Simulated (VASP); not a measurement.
# AlFe (Pm-3m) in VASP: notebook

AlFe is run at these levels: LDA; tasks: single point, relaxation of volume and atoms at fixed shape.

All numbers are computed with VASP 6.6.1; they aren't measurements. Logs are shortened: lines on timing, memory, paths and dates and some standing lists are left out, and cuts for length are marked.

### 1 The cell of the first run

It takes space group Pm-3m (No. 221, cubic). Conventional cell: a = 2.818 Å, b = 2.818 Å, c = 2.818 Å, α = 90.00°, β = 90.00°, γ = 90.00°. Al (site symmetry m-3m) has 8 Fe at 2.44 Å and 6 Al at 2.82 Å within 3.2 Å. Fe (site symmetry m-3m) has 8 Al at 2.44 Å and 6 Fe at 2.82 Å within 3.2 Å.

### 2 Single point, LDA, collinear spin, ferromagnetic start

Input file INCAR:

```
PREC     = Accurate       # precision mode
ENCUT    = 520            # plane-wave cutoff, eV
EDIFF    = 1E-7           # SCF threshold, eV
ISMEAR   = -1             # smearing method
SIGMA    = 0.05           # smearing width, eV
LREAL    = F              # projectors in reciprocal space
LASPH    = T              # aspherical terms in the spheres
NELM     = 150            # most SCF steps
ALGO     = Normal         # electronic algorithm
ISIF     = 2              # what is computed and relaxed
LWAVE    = F              # write WAVECAR
LCHARG   = F              # write CHGCAR
ISPIN    = 2              # spin polarisation
MAGMOM   = 0 3.5          # initial moments
LORBIT   = 11             # projections on sites
LMAXMIX  = 4              # l up to which the mixer works
GGA      = CA             # functional
NBANDS   = 16             # bands
```

Input file KPOINTS:

```
Automatic mesh
0
Gamma
  8 8 8
```

Input file POSCAR:

```
AlFe
1.0
    2.8176984376      0.0000000000      0.0000000000
    0.0000000000      2.8176984376      0.0000000000
    0.0000000000      0.0000000000      2.8176984376
Al Fe
1 1
Direct
    0.0000000000      0.0000000000      0.0000000000
    0.5000000000      0.5000000000      0.5000000000
```

Potentials or basis: VASP PAW LDA potentials, release 64 (Al, Fe).

On the command line:

```sh
cat potpaw_LDA.64/Al/POTCAR potpaw_LDA.64/Fe/POTCAR > POTCAR
mpirun -np 1 vasp_std > vasp.out
```

OUTCAR:

```text
PREC = Accurate
   ENCUT = 520
   EDIFF = 1E-7
   ISMEAR = -1
   LREAL = F
   LASPH = T
   NELM = 150
   ISIF = 2
   ISPIN = 2
   LORBIT = 11
   GGA = CA

 ion  position               nearest neighbor table
   1  0.000  0.000  0.000-   2 2.44   2 2.44   2 2.44   2 2.44   2 2.44   2 2.44   2 2.44   2 2.44

   2  0.500  0.500  0.500-   1 2.44   1 2.44   1 2.44   1 2.44   1 2.44   1 2.44   1 2.44   1 2.44

  LATTYP: Found a simple cubic cell.
 ALAT       =     2.8176984376

  Lattice vectors:

 A1 = (   2.8176984376,   0.0000000000,   0.0000000000)
 A2 = (   0.0000000000,   2.8176984376,   0.0000000000)
 A3 = (   0.0000000000,   0.0000000000,   2.8176984376)

Analysis of symmetry for initial positions (statically):
=====================================================================
 Subroutine PRICEL returns:
 Original cell was already a primitive cell.

 Routine SETGRP: Setting up the symmetry group for a
 simple cubic supercell.

 Subroutine GETGRP returns: Found 48 space group operations
 (whereof 48 operations were pure point group operations)
 out of a pool of 48 trial point group operations.

The static configuration has the point symmetry O_h .

Analysis of symmetry for dynamics (positions and initial velocities):
=====================================================================
 Subroutine PRICEL returns:
 Original cell was already a primitive cell.

 Routine SETGRP: Setting up the symmetry group for a
 simple cubic supercell.

 Subroutine GETGRP returns: Found 48 space group operations
 (whereof 48 operations were pure point group operations)
 out of a pool of 48 trial point group operations.

The dynamic configuration has the point symmetry O_h .

Analysis of structural, dynamic, and magnetic symmetry:
=====================================================================
 Subroutine PRICEL returns:
 Original cell was already a primitive cell.

 Routine SETGRP: Setting up the symmetry group for a
 simple cubic supercell.

 Subroutine GETGRP returns: Found 48 space group operations
 (whereof 48 operations were pure point group operations)
 out of a pool of 48 trial point group operations.

The overall configuration has the point symmetry O_h .

 Subroutine INISYM returns: Found 48 space group operations
 (whereof 48 operations are pure point group operations),
[... 109 lines left out ...]
   EMIN   =  10.00;   EMAX   =-10.00  energy-range for DOS
   EFERMI =   0.00;   METHOD = LEGACY
   ISMEAR =    -1;   SIGMA  =   0.05  broadening in eV -4-tet -1-fermi 0-gaus
   EFERMI_NEDOS =   21; number of points for ismear=-14 and -15
   IALGO  =     38    algorithm
   IMIX   =      4    mixing-type and parameters
     AMIX     =   0.40;   BMIX     =  1.00
     AMIX_MAG =   1.60;   BMIX_MAG =  1.00
  volume/ion in A,a.u.               =      11.19        75.48
  Fermi-wavevector in a.u.,A,eV,Ry     =   1.292145  2.441800 22.716810  1.669638
  Thomas-Fermi vector in A             =   2.423871
   LORBIT       =     11    0 simple, 1 ext, 2 COOP (PROOUT), +10 PAW based schemes
   GGA     = CA    functional components
   LHFCALC =     F    Hartree Fock is set to
   AEXX    =    0.0000 exact exchange contribution
   IVDW    =     0    specifies the selected vdW correction
   LEPSILON=     F    determine dielectric tensor
   LRPA    =     F    only Hartree local field effects (RPA)
 spin polarized calculation
  energy-cutoff  :      520.00
  volume of cell :       22.37
 maximum number of plane-waves:       624
 NGX is ok and might be reduce to    24
   NGX = 11   NGY = 11   NGZ = 11

 number of electron      11.0000007 magnetization       0.7124188

 Free energy of the ion-electron system (eV)
  ---------------------------------------------------
  ext. energy  EPLUGINS =         0.00000000
  ---------------------------------------------------
  free energy    TOTEN  =       -14.32219800 eV

  energy without entropy =      -14.30310657  energy(sigma->0) =      -14.31265229

 E-fermi :   8.4149     XC(G=0): -12.6614

 val. band max:        8.4139369863   @ k =   0.1250   0.1250   0.0000
 cond. band min:       8.4228828849   @ k =   0.2500   0.2500   0.0000
 fundamental gap:      0.0089458986
 Fermi energy:         8.4149161665

 spin component 1

 k-point     1 :       0.0000    0.0000    0.0000
  band No.  band energies     occupation
      1      -2.2710      1.00000
      2       5.6786      1.00000
      3       5.6786      1.00000
      4       8.1792      0.99112
      5       8.1792      0.99112
      6       8.1792      0.99112
[... 435 lines left out ...]
      5       7.7055      1.00000
      6       7.9742      0.99985
[... 8 lines left out ...]
     15      29.5825      0.00000
     16      30.7623      0.00000

 [... further k-points ...]

 spin component 2

 k-point     1 :       0.0000    0.0000    0.0000
  band No.  band energies     occupation
      1      -2.2101      1.00000
      2       6.0841      1.00000
      3       6.0841      1.00000
      4       8.8554      0.00015
      5       8.8554      0.00015
      6       8.8554      0.00015
[... 435 lines left out ...]
      5       8.2539      0.96157
      6       8.4510      0.32707
[... 8 lines left out ...]
     15      29.7215      0.00000
     16      30.8152      0.00000

 [... further k-points ...]
[... 5 lines left out ...]
  --------------------------------------------------------------------------------------
  -------------------------------------------------------------------------------------
  Total        0.0491552      0.0491552      0.0491552      0.0000000      0.0000000      0.0000000
  in kB        3.5204338      3.5204338      3.5204338      0.0000000      0.0000000      0.0000000
  external PRESSURE =       3.5204338 kB  Pullay stress =       0.0000000 kB

 VOLUME and BASIS-vectors are now :
 -----------------------------------------------------------------------------
  energy-cutoff  :      520.00
  volume of cell :       22.37
      direct lattice vectors                 reciprocal lattice vectors
     2.817698438  0.000000000  0.000000000     0.354899583  0.000000000  0.000000000
     0.000000000  2.817698438  0.000000000     0.000000000  0.354899583  0.000000000
     0.000000000  0.000000000  2.817698438     0.000000000  0.000000000  0.354899583

 POSITION                                       TOTAL-FORCE (eV/Angst)
 -----------------------------------------------------------------------------------
      0.00000      0.00000      0.00000         0.000000      0.000000      0.000000
      1.40885      1.40885      1.40885         0.000000      0.000000      0.000000
 -----------------------------------------------------------------------------------
    total drift:                                0.000000     -0.000000     -0.000000

  FREE ENERGIE OF THE ION-ELECTRON SYSTEM (eV)
  ---------------------------------------------------
  free  energy   TOTEN  =       -14.3221980038 eV

  energy  without entropy=      -14.3031065728  energy(sigma->0) =      -14.31265229

 total charge

# of ion       s       p       d       tot
------------------------------------------
    1        0.414   0.470   0.000   0.884
    2        0.457   0.545   6.571   7.573
--------------------------------------------------
tot          0.870   1.015   6.571   8.457

 magnetization (x)

# of ion       s       p       d       tot
------------------------------------------
    1       -0.006  -0.012   0.000  -0.018
    2        0.001   0.012   0.709   0.722
--------------------------------------------------
tot         -0.005  -0.000   0.709   0.704
```

Wall time 55 s (1 thread of AMD EPYC, shared host); peak memory 0.11 GiB.

Results:

| Quantity | Value |
| --- | --- |
| Free energy | -14.3222 eV |
| Pressure | 0.4 GPa |
| Net moment | 0.71 μB per cell |
| Site moments | Al -0.02; Fe +0.72 μB |
| Valence electrons inside the program's atomic spheres | Al 0.88; Fe 7.57 |

Levels at points of the mesh, in eV from the Fermi level:
Spin up:
| k point | band 4 | band 5 | band 6 | band 7 | band 8 | band 9 |
| --- | --- | --- | --- | --- | --- | --- |
| (0.00, 0.00, 0.00) | -0.24 | -0.24 | -0.24 | 6.71 | 6.71 | 6.71 |
| (0.50, 0.00, 0.00) | -1.28 | -1.28 | -0.10 | 1.01 | 8.90 | 11.45 |
| (0.50, 0.50, 0.00) | -2.11 | -1.04 | -1.04 | 0.50 | 3.53 | 4.58 |
| (0.50, 0.50, 0.50) | 0.55 | 0.55 | 3.10 | 3.10 | 3.10 | 4.77 |
Spin down:
```
           k point  band 2  band 3  band 4  band 5  band 6  band 7  band 8  band 9
(0.00, 0.00, 0.00)   -2.33   -2.33    0.44    0.44    0.44    6.78    6.78    6.78
(0.50, 0.00, 0.00)   -6.10   -1.59   -0.69   -0.69    0.59    1.55    8.89   11.56
(0.50, 0.50, 0.00)   -2.37   -2.05   -2.05   -0.42   -0.42    1.08    3.89    5.05
(0.50, 0.50, 0.50)   -3.41   -3.41    1.13    1.13    3.21    3.21    3.21    4.76
```

### 3 Relaxation of volume and atoms at fixed shape, LDA, collinear spin, ferromagnetic start

This run uses another cell than the first one, of 12.32 Å³/atom, 1.102 times its volume.

Input file INCAR:

```
SYSTEM = AlFe
  PREC = Accurate
  ENCUT = 600
  EDIFF = 1E-6
  ISMEAR = -1
  SIGMA = 0.05
  LREAL = .False.
  LASPH = .True.
  NELM = 150
  ALGO = Normal
  ISIF = 8
  LWAVE = .False.
  LCHARG = .False.
  ISPIN = 2
  MAGMOM = 0 3.5
  LORBIT = 11
  LMAXMIX = 4
  GGA = CA
  IBRION = 2
  NSW = 80
  EDIFFG = -0.02
```

Input file KPOINTS:

```
regular mesh
0
Gamma
  8 8 8
  0 0 0
```

Input file POSCAR:

```
AlFe
1.0
    2.9100000000      0.0000000000      0.0000000000
    0.0000000000      2.9100000000      0.0000000000
    0.0000000000      0.0000000000      2.9100000000
Al Fe
1 1
Direct
    0.0000000000      0.0000000000      0.0000000000
    0.5000000000      0.5000000000      0.5000000000
```

Potentials or basis: VASP PAW LDA potentials, release 64 (Al, Fe).

On the command line:

```sh
cat potpaw_LDA.64/Al/POTCAR potpaw_LDA.64/Fe/POTCAR > POTCAR
mpirun -np 1 vasp_std > vasp.out
```

Run time: 1.8 min. Hardware: 1 thread of AMD EPYC, shared host; peak memory 0.12 GiB.

It converged, with:

* Free energy: -14.3025 eV
* Relaxed volume: 11.16 Å³/atom
* Relaxed cell: a = 2.816 Å, b = 2.816 Å, c = 2.816 Å, α = 90.00°, β = 90.00°, γ = 90.00°
* Space group after relaxing (to 0.05 Å): Pm-3m (No. 221)
* Energy gained by relaxing: 50.1 meV/atom
* Ionic steps: 4
* Pressure after relaxing: -0.2 GPa
* Net moment: 0.00 μB per cell
* Valence electrons inside the program's atomic spheres: Al 0.88; Fe 7.58

The path:
| step | energy change (eV) | largest force (eV/Å) | pressure (GPa) | volume (Å³) |
| --- | --- | --- | --- | --- |
| 1 | 0.0000 | 0.0000 | -15.85 | 24.64 |
| 2 | 0.0031 | 0.0000 | 20.21 | 20.54 |
| 3 | -0.0989 | 0.0000 | -1.95 | 22.52 |
| 4 | -0.1002 | 0.0000 | -0.25 | 22.33 |

Final structure:
```cif
data_structure
_symmetry_space_group_name_H-M 'P 1'
_symmetry_Int_Tables_number 1
_cell_length_a 2.8159
_cell_length_b 2.8159
_cell_length_c 2.8159
_cell_angle_alpha 90.000
_cell_angle_beta 90.000
_cell_angle_gamma 90.000
_cell_volume 22.33
loop_
_atom_site_label
_atom_site_type_symbol
_atom_site_fract_x
_atom_site_fract_y
_atom_site_fract_z
_atom_site_occupancy
Al1 Al 0.00000 0.00000 0.00000 1
Fe1 Fe 0.50000 0.50000 0.50000 1
```

Levels at points of the mesh, in eV from the Fermi level:
Spin up:
```csv
k point,band 4,band 5,band 6,band 7,band 8,band 9
"(0.00, 0.00, 0.00)",0.20,0.20,0.20,6.87,6.87,6.87
"(0.50, 0.00, 0.00)",-0.88,-0.88,0.34,1.38,9.02,11.64
"(0.50, 0.50, 0.00)",-1.96,-0.63,-0.63,0.89,3.82,4.93
"(0.50, 0.50, 0.50)",0.94,0.94,3.27,3.27,3.27,4.91
```
Spin down:
```
           k point  band 2  band 3  band 4  band 5  band 6  band 7  band 8  band 9  band 10  band 11
(0.00, 0.00, 0.00)   -2.43   -2.43    0.20    0.20    0.20    6.87    6.87    6.87     9.90     9.90
(0.50, 0.00, 0.00)   -6.05   -1.73   -0.88   -0.88    0.34    1.38    9.02   11.64    11.64    12.84
(0.50, 0.50, 0.00)   -2.44   -1.96   -1.96   -0.63   -0.63    0.89    3.82    4.93    13.57    16.88
(0.50, 0.50, 0.50)   -3.48   -3.48    0.94    0.94    3.27    3.27    3.27    4.91     6.74     6.74
```

Caveat: the starting moments collapsed, and a magnetic state may lie lower. LDA usually gives volumes a few per cent too small.
